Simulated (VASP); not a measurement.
## Pt: relaxation of shape and atoms at fixed volume with PBE

The system is Pt.

```
Pt
1.0
     2.70671    0.00000    0.00000
    -1.35335    2.34408    0.00000
     0.00000    0.00000    4.66828
Pt
2
Direct
  0.66667 0.33333 0.75000
  0.33333 0.66667 0.25000
```

This isn't the form of Pt at room conditions, which is fcc.

| Property | Result |
| --- | --- |
| Program | VASP 6.6.1 |
| Task | relaxation of shape and atoms at fixed volume |
| Functional | PBE |
| Potentials or basis | VASP PAW PBE potentials, release 64 (Pt) |
| Cutoff | 600 eV |
| k mesh | 18 × 18 × 10 |
| Occupations | gaussian, width 0.1 eV |
| Spin | no spin polarisation |
| Dipole correction | no |
| Further INCAR settings | ALGO = Fast; EDIFF = 1e-06; IBRION = 2; EDIFFG = -0.01; NSW = 50; ISIF = 4 |

```json
{"Energy gained by relaxing": "0.2 meV/atom", "Ionic steps": "3", "Pressure after relaxing": "17.2 GPa", "Band gap on the k mesh": "zero (bands 10 and 11 overlap by 1.42 eV)"}
```

The path:
```tsv
step	energy change (eV)	largest force (eV/Å)	pressure (GPa)	volume (Å³)
1	0.0000	0.0000	17.28	29.62
2	-0.0003	0.0000	17.17	29.62
3	-0.0003	0.0000	17.19	29.62
```

Final structure:
```
Pt
1.0
     2.71078    0.00000    0.00000
    -1.35539    2.34761    0.00000
     0.00000    0.00000    4.65426
Pt
2
Direct
  0.66667 0.33333 0.75000
  0.33333 0.66667 0.25000
```

Levels at points of the mesh, in eV from the Fermi level:
| k point | band 6 | band 7 | band 8 | band 9 | band 10 | band 11 | band 12 | band 13 | band 14 |
| --- | --- | --- | --- | --- | --- | --- | --- | --- | --- |
| (0.00, 0.00, 0.00) | -3.36 | -3.36 | -2.08 | -2.08 | -0.92 | -0.25 | -0.25 | 5.26 | 14.94 |
| (0.50, 0.00, 0.00) | -3.21 | -2.95 | 0.05 | 0.28 | 0.52 | 2.38 | 3.94 | 7.62 | 9.23 |
| (0.00, 0.00, 0.50) | -3.79 | -3.79 | -3.79 | -0.89 | -0.89 | -0.89 | -0.89 | 12.59 | 12.59 |
| (0.50, 0.00, 0.50) | -2.05 | -1.00 | -1.00 | 0.42 | 0.42 | 1.69 | 1.69 | 6.92 | 6.92 |

Wall time 80 s on 1 thread of Intel(R) Xeon(R) Platinum 8559C (Emerald Rapids), on a shared host, peak memory 0.24 GiB.

Caveat: spin-orbit coupling is left out, which moves the levels of the heavy elements.
